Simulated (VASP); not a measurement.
Input of a VASP 6.6.1 run:

INCAR

```
PREC = Accurate
ENCUT = 520
EDIFF = 1E-6
ISMEAR = 0
SIGMA = 0.1
LREAL = F
LASPH = T
NELM = 150
ALGO = Normal
ISIF = 2
LWAVE = F
LCHARG = T
ISPIN = 2
MAGMOM = 0 3 0 0 0 0 0 0 0 0
LORBIT = 11
LMAXMIX = 4
GGA = PE
LELF = T
LVHAR = T
NBANDS = 43
```

KPOINTS

```
Automatic mesh
0
Gamma
  4 4 4
```

File POSCAR:

```
ScCoC4N4
1.0
    6.0125257000      0.0000000000      0.0000000000
    0.0000000000      6.0125257000      0.0000000000
    0.0000000000      0.0000000000      6.0125257000
Sc Co C N
1 1 4 4
Direct
    0.5000000000      0.5000000000      0.5000000000
    0.0000000000      0.0000000000      0.0000000000
    0.1840791200      0.1840791200      0.1840791200
    0.1840791200      0.8159208800      0.8159208800
    0.8159208800      0.1840791200      0.8159208800
    0.8159208800      0.8159208800      0.1840791200
    0.2964278900      0.2964278900      0.2964278900
    0.2964278900      0.7035721100      0.7035721100
    0.7035721100      0.2964278900      0.7035721100
    0.7035721100      0.7035721100      0.2964278900
```

Potentials or basis: VASP PAW PBE potentials, release 64 (Sc_sv, Co, C, N).

Launch:

```bash
$ cat potpaw_PBE.64/Sc_sv/POTCAR potpaw_PBE.64/Co/POTCAR potpaw_PBE.64/C/POTCAR potpaw_PBE.64/N/POTCAR > POTCAR
$ mpirun -np 1 vasp_std > vasp.out
```

Question: Predict the band gap on the k mesh.

Answer: Zero (filled and empty bands overlap).

Question: Estimate the largest force.

Answer: 2.074 eV/Å.

Question: What does it give for the pressure?

Answer: 0.1 GPa.

Question: What does it give for the site moments?

Answer: Sc -0.07; Co +1.68; C +0.01; N +0.04 μB.

Forces in eV/Å, atoms in the order of the input:
```
Sc   0.000  0.000  0.000
Co   0.000  0.000  0.000
C   -1.172 -1.172 -1.172
C   -1.172  1.172  1.172
C    1.172 -1.172  1.172
C    1.172  1.172 -1.172
N    1.197  1.197  1.197
N    1.197 -1.197 -1.197
N   -1.197  1.197 -1.197
N   -1.197 -1.197  1.197
```

Caveat: a cell with one magnetic atom can't hold antiferromagnetic order, which such compounds often take; forces of over 1 eV/Å act on the atoms, so gaps and moduli don't describe the material at rest. With open d or f shells a metallic result of PBE can be an artefact of self-interaction; +U or a hybrid may open a gap.
